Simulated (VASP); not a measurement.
# Al5P2 (Pmmm) in VASP: single point with PBE

Aim: the single point of Al5P2 with PBE.

Everything below comes from runs of VASP 6.6.1. Logs are shortened: lines on timing, memory, paths and dates and some standing lists are left out, and cuts for length are marked.

### 1 The cell of the first run

Symmetry: Pmmm, No. 47, orthorhombic system. Conventional cell: a = 4.899 Å, b = 4.922 Å, c = 7.076 Å, α = 90.00°, β = 90.00°, γ = 90.00°. Al (site symmetry mm2) has 3 P at 2.33 to 2.74 Å and 1 Al at 2.42 Å within 3.1 Å. Within 3.2 Å of Al (site symmetry mmm) lie 2 P at 2.45 Å. Al (site symmetry mmm) has 2 P at 2.46 Å within 3.2 Å. Within 3.2 Å of Al (site symmetry mmm) lie 2 P at 2.45 Å. P (site symmetry mmm) has 6 Al at 2.45 to 2.74 Å within 3.2 Å. Within 3.1 Å of P (site symmetry mmm) lie 6 Al at 2.33 to 2.46 Å.

The cell was built from a structure type or drawn by symmetry, and may not be a known phase.

### 2 Single point, PBE

File INCAR:

```
SYSTEM = Al5P2
PREC     = Accurate       ! precision mode
ENCUT    = 500            ! plane-wave cutoff, eV
EDIFF    = 1E-6           ! SCF threshold, eV
ISMEAR   = 0              ! smearing method
SIGMA    = 0.2            ! smearing width, eV
LREAL    = .FALSE.        ! projectors in reciprocal space
LASPH    = .TRUE.         ! aspherical terms in the spheres
NELM     = 120            ! most SCF steps
ALGO     = Normal         ! electronic algorithm
ISIF     = 2              ! what is computed and relaxed
LWAVE    = .FALSE.        ! write WAVECAR
LCHARG   = .FALSE.        ! write CHGCAR
GGA      = PE             ! functional
NBANDS   = 22             ! bands
GGA_COMPAT= .FALSE.
```

File KPOINTS:

```
regular mesh
0
G
  4 4 3
  0 0 0
```

File POSCAR:

```
Al5P2
1.0
    4.9215155332      0.0000000000      0.0000000000
    0.0000000000      4.8987826813      0.0000000000
    0.0000000000      0.0000000000      7.0755366999
Al P
5 2
Direct
    0.0000000000      0.0000000000      0.3288169487
    0.0000000000      0.0000000000      0.6711830513
    0.5000000000      0.5000000000      0.5000000000
    0.5000000000      0.0000000000      0.0000000000
    0.0000000000      0.5000000000      0.0000000000
    0.5000000000      0.0000000000      0.5000000000
    0.0000000000      0.0000000000      0.0000000000
```

Potentials or basis: VASP PAW PBE potentials, release 64 (Al, P).

Started as:

```sh
cat potpaw_PBE.64/Al/POTCAR potpaw_PBE.64/P/POTCAR > POTCAR
mpirun -np 1 vasp_std > vasp.out
```

OUTCAR:

```text
SYSTEM = Al5P2
   PREC = Accurate
   ENCUT = 500
   EDIFF = 1E-6
   ISMEAR = 0
   LREAL = .FALSE.
   LASPH = .TRUE.
   NELM = 120
   ISIF = 2
   GGA = PE

 ion  position               nearest neighbor table
   1  0.000  0.000  0.329-   7 2.33   2 2.42   6 2.74   6 2.74
   2  0.000  0.000  0.671-   7 2.33   1 2.42   6 2.74   6 2.74
   3  0.500  0.500  0.500-   6 2.45   6 2.45
   4  0.500  0.000  0.000-   7 2.46   7 2.46
   5  0.000  0.500  0.000-   7 2.45   7 2.45
   6  0.500  0.000  0.500-   3 2.45   3 2.45   1 2.74   2 2.74   1 2.74   2 2.74
   7  0.000  0.000  0.000-   1 2.33   2 2.33   5 2.45   5 2.45   4 2.46   4 2.46

  LATTYP: Found a simple orthorhombic cell.
 ALAT       =     4.8987826813
 B/A-ratio  =     1.0046405104
 C/A-ratio  =     1.4443459039

  Lattice vectors:

 A1 = (   0.0000000000,  -4.8987826813,   0.0000000000)
 A2 = (   4.9215155332,   0.0000000000,   0.0000000000)
 A3 = (   0.0000000000,   0.0000000000,   7.0755366999)

Analysis of symmetry for initial positions (statically):
=====================================================================
 Subroutine PRICEL returns:
 Original cell was already a primitive cell.

 Routine SETGRP: Setting up the symmetry group for a
 simple orthorhombic supercell.

 Subroutine GETGRP returns: Found  8 space group operations
 (whereof  8 operations were pure point group operations)
 out of a pool of  8 trial point group operations.

The static configuration has the point symmetry D_2h.

Analysis of symmetry for dynamics (positions and initial velocities):
=====================================================================
 Subroutine PRICEL returns:
 Original cell was already a primitive cell.

 Routine SETGRP: Setting up the symmetry group for a
 simple orthorhombic supercell.

 Subroutine GETGRP returns: Found  8 space group operations
 (whereof  8 operations were pure point group operations)
 out of a pool of  8 trial point group operations.

The dynamic configuration has the point symmetry D_2h.

 Subroutine INISYM returns: Found  8 space group operations
 (whereof  8 operations are pure point group operations),
 and found     1 'primitive' translations

----------------------------------------------------------------------------------------

                                     Primitive cell

  volume of cell :     170.5872

  direct lattice vectors                    reciprocal lattice vectors
     4.921515533  0.000000000  0.000000000     0.203189443  0.000000000  0.000000000
     0.000000000  4.898782681  0.000000000     0.000000000  0.204132346  0.000000000
     0.000000000  0.000000000  7.075536700     0.000000000  0.000000000  0.141332035

  length of vectors
     4.921515533  4.898782681  7.075536700     0.203189443  0.204132346  0.141332035

  position of ions in fractional coordinates (direct lattice)
     0.000000000  0.000000000  0.328816949
     0.000000000  0.000000000  0.671183051
     0.500000000  0.500000000  0.500000000
     0.500000000  0.000000000  0.000000000
     0.000000000  0.500000000  0.000000000
     0.500000000  0.000000000  0.500000000
     0.000000000  0.000000000  0.000000000

  ion indices of the primitive-cell ions
   primitive index   ion index
                 1           1
                 2           2
                 3           3
                 4           4
                 5           5
                 6           6
                 7           7

----------------------------------------------------------------------------------------

 KPOINTS: regular mesh

Automatic generation of k-mesh.
 Grid dimensions read from file:
 generate k-points for:    4    4    3

 Generating k-lattice:

  Cartesian coordinates                     Fractional coordinates (reciprocal lattice)
     0.050797361  0.000000000  0.000000000     0.250000000  0.000000000  0.000000000
     0.000000000  0.051033086  0.000000000     0.000000000  0.250000000  0.000000000
     0.000000000  0.000000000  0.047110678     0.000000000  0.000000000  0.333333333

  Length of vectors
     0.050797361  0.051033086  0.047110678

  Shift w.r.t. Gamma in fractional coordinates (k-lattice)
     0.000000000  0.000000000  0.000000000

 Subroutine IBZKPT returns following result:
 ===========================================

 Found     18 irreducible k-points:

 Following reciprocal coordinates:
            Coordinates               Weight
  0.000000  0.000000  0.000000      1.000000
  0.250000  0.000000  0.000000      2.000000
  0.500000  0.000000  0.000000      1.000000
  0.000000  0.250000  0.000000      2.000000
  0.250000  0.250000  0.000000      4.000000
  0.500000  0.250000  0.000000      2.000000
[... 10 lines left out ...]
  0.250000  0.500000  0.333333      4.000000
  0.500000  0.500000  0.333333      2.000000
   k-points           NKPTS =     18   k-points in BZ     NKDIM =     18   number of bands    NBANDS=     22
   number of dos      NEDOS =    301   number of ions     NIONS =      7
   total plane-waves  NPLWV =  69984
   dimension x,y,z NGX =    36 NGY =   36 NGZ =   54
   dimension x,y,z NGXF=    72 NGYF=   72 NGZF=  108
   ions per type =               5   2
   NGX,Y,Z   is equivalent  to a cutoff of  12.16, 12.22, 12.69 a.u.
   NGXF,Y,Z  is equivalent  to a cutoff of  24.32, 24.43, 25.38 a.u.
 SYSTEM =  Al5P2
   PREC   = accura    normal or accurate (medium, high low for compatibility)
   ISTART =      0    job   : 0-new  1-cont  2-samecut
   ICHARG =      2    charge: 1-file 2-atom 10-const
   ISPIN  =      1    spin polarized calculation?
   LNONCOLLINEAR =      F non collinear calculations
   LSORBIT =      F    spin-orbit coupling
   LASPH  =      T    aspherical Exc in radial PAW
   ENCUT  =  500.0 eV  36.75 Ry    6.06 a.u.   8.97  8.93 12.90*2*pi/ulx,y,z
   NELM   =    120;   NELMIN=  2; NELMDL= -5     # of ELM steps
   EDIFF  = 0.1E-05   stopping-criterion for ELM
   LREAL  =      F    real-space projection
   EDIFFG = 0.1E-04   stopping-criterion for IOM
   NSW    =      0    number of steps for IOM
   IBRION =     -1    ionic relax: 0-MD 1-quasi-New 2-CG
   NFREE  =      0    steps in history (QN), initial steepest desc. (CG)
   ISIF   =      2    stress and relaxation
   ISYM   =      2    0-nonsym 1-usesym 2-fastsym
   POTIM  = 0.5000    time-step for ionic-motion
   TEBEG  =    0.0;   TEEND  =   0.0 temperature during run
   PSTRESS=    0.0 pullay stress
   NELECT =      25.0000    total number of electrons
   NUPDOWN=      -1.0000    fix difference up-down
   EMIN   =  10.00;   EMAX   =-10.00  energy-range for DOS
   EFERMI =   0.00;   METHOD = LEGACY
   ISMEAR =     0;   SIGMA  =   0.20  broadening in eV -4-tet -1-fermi 0-gaus
   EFERMI_NEDOS =   21; number of points for ismear=-14 and -15
   IALGO  =     38    algorithm
   IMIX   =      4    mixing-type and parameters
     AMIX     =   0.40;   BMIX     =  1.00
     AMIX_MAG =   1.60;   BMIX_MAG =  1.00
  volume/ion in A,a.u.               =      24.37       164.45
  Fermi-wavevector in a.u.,A,eV,Ry     =   0.863123  1.631066 10.136086  0.744981
  Thomas-Fermi vector in A             =   1.981026
   LORBIT       =      0    0 simple, 1 ext, 2 COOP (PROOUT), +10 PAW based schemes
   GGA     = PE    functional components
   LHFCALC =     F    Hartree Fock is set to
   AEXX    =    0.0000 exact exchange contribution
   IVDW    =     0    specifies the selected vdW correction
   LEPSILON=     F    determine dielectric tensor
   LRPA    =     F    only Hartree local field effects (RPA)
 non-spin polarized calculation
 Gauss-broadening in eV      SIGMA  =   0.20
  energy-cutoff  :      500.00
  volume of cell :      170.59
 maximum number of plane-waves:      4364
 NGX is ok and might be reduce to    36
   NGX = 17   NGY = 17   NGZ = 25

 number of electron      24.9999999 magnetization

 Free energy of the ion-electron system (eV)
  ---------------------------------------------------
  ext. energy  EPLUGINS =         0.00000000
  ---------------------------------------------------
  free energy    TOTEN  =       -25.15491600 eV

  energy without entropy =      -25.03812949  energy(sigma->0) =      -25.09652274

 E-fermi :   4.3153     XC(G=0):  -8.6603

 val. band max:        4.3137865595   @ k =   0.2500   0.5000   0.3333
 cond. band min:       4.3544475158   @ k =   0.0000   0.5000   0.3333
 fundamental gap:      0.0406609563
 Fermi energy:         4.3152637138

 k-point     1 :       0.0000    0.0000    0.0000
  band No.  band energies     occupation
      1      -8.0737      2.00000
      2      -6.8644      2.00000
      3      -2.2710      2.00000
      4      -0.6207      2.00000
      5      -0.5007      2.00000
      6       0.2657      2.00000
[... 14 lines left out ...]
     21       8.0563      0.00000
     22       8.3843      0.00000

 k-point     2 :       0.2500    0.0000    0.0000
  band No.  band energies     occupation
      1      -7.9267      2.00000
      2      -6.7976      2.00000
      3      -2.0614      2.00000
      4      -2.0028      2.00000
      5      -1.2998      2.00000
      6      -0.3561      2.00000
[... 14 lines left out ...]
     21       7.6774      0.00000
     22       8.2244      0.00000

 k-point     3 :       0.5000    0.0000    0.0000
  band No.  band energies     occupation
      1      -7.7497      2.00000
      2      -6.7466      2.00000
      3      -2.6066      2.00000
      4      -2.1809      2.00000
      5      -1.7784      2.00000
      6      -0.1701      2.00000
[... 14 lines left out ...]
     21       7.1234      0.00000
     22       7.1840      0.00000
[... 326 lines left out ...]
 k-point    17 :       0.2500    0.5000    0.3333
  band No.  band energies     occupation
      1      -7.6476      2.00000
      2      -6.6322      2.00000
      3      -2.3463      2.00000
      4      -2.2935      2.00000
      5      -1.8208      2.00000
      6      -1.4092      2.00000
[... 14 lines left out ...]
     21       8.2172      0.00000
     22       8.4906      0.00000

 k-point    18 :       0.5000    0.5000    0.3333
  band No.  band energies     occupation
      1      -7.5233      2.00000
      2      -6.4642      2.00000
      3      -2.9738      2.00000
      4      -2.1270      2.00000
      5      -2.0522      2.00000
      6      -1.7392      2.00000
[... 14 lines left out ...]
     21       8.0786      0.00000
     22       8.2566      0.00000

------------------------ aborting loop because EDIFF is reached ----------------------------------------

  FORCE on cell =-STRESS in cart. coord.  units (eV):
  Direction    XX          YY          ZZ          XY          YZ          ZX
  --------------------------------------------------------------------------------------
  -------------------------------------------------------------------------------------
  Total        0.4472742     -0.3735792      0.3671285      0.0000000      0.0000000      0.0000000
  in kB        4.2008584     -3.5087048      3.4481194      0.0000000      0.0000000      0.0000000
  external PRESSURE =       1.3800910 kB  Pullay stress =       0.0000000 kB

 VOLUME and BASIS-vectors are now :
 -----------------------------------------------------------------------------
  energy-cutoff  :      500.00
  volume of cell :      170.59
      direct lattice vectors                 reciprocal lattice vectors
     4.921515533  0.000000000  0.000000000     0.203189443  0.000000000  0.000000000
     0.000000000  4.898782681  0.000000000     0.000000000  0.204132346  0.000000000
     0.000000000  0.000000000  7.075536700     0.000000000  0.000000000  0.141332035

 POSITION                                       TOTAL-FORCE (eV/Angst)
 -----------------------------------------------------------------------------------
      0.00000      0.00000      2.32656         0.000000      0.000000     -0.011344
      0.00000      0.00000      4.74898         0.000000     -0.000000      0.011344
      2.46076      2.44939      3.53777         0.000000     -0.000000      0.000000
      2.46076      0.00000      0.00000         0.000000     -0.000000      0.000000
      0.00000      2.44939      0.00000         0.000000     -0.000000      0.000000
      2.46076      0.00000      3.53777         0.000000     -0.000000      0.000000
      0.00000      0.00000      0.00000         0.000000     -0.000000      0.000000
 -----------------------------------------------------------------------------------
    total drift:                               -0.000000     -0.000000      0.000000

  FREE ENERGIE OF THE ION-ELECTRON SYSTEM (eV)
  ---------------------------------------------------
  free  energy   TOTEN  =       -25.1549159982 eV

  energy  without entropy=      -25.0381294874  energy(sigma->0) =      -25.09652274
```

It took 79 s on 1 thread of Intel Xeon 8259CL, shared host; peak memory 0.26 GiB.

What came out:

* Free energy: -25.1549 eV
* Pressure: 0.1 GPa
* Largest force: 0.011 eV/Å
* Band gap on the k mesh: zero (an odd number of electrons rules out a gap without spin polarisation)

Forces on the atoms (eV/Å):
```
Al   0.000  0.000 -0.011
Al   0.000  0.000  0.011
Al   0.000  0.000  0.000
Al   0.000  0.000  0.000
Al   0.000  0.000  0.000
P    0.000  0.000  0.000
P    0.000  0.000  0.000
```

Stress tensor (GPa, compression positive):
```
 0.42  0.00  0.00
 0.00 -0.35  0.00
 0.00  0.00  0.34
```
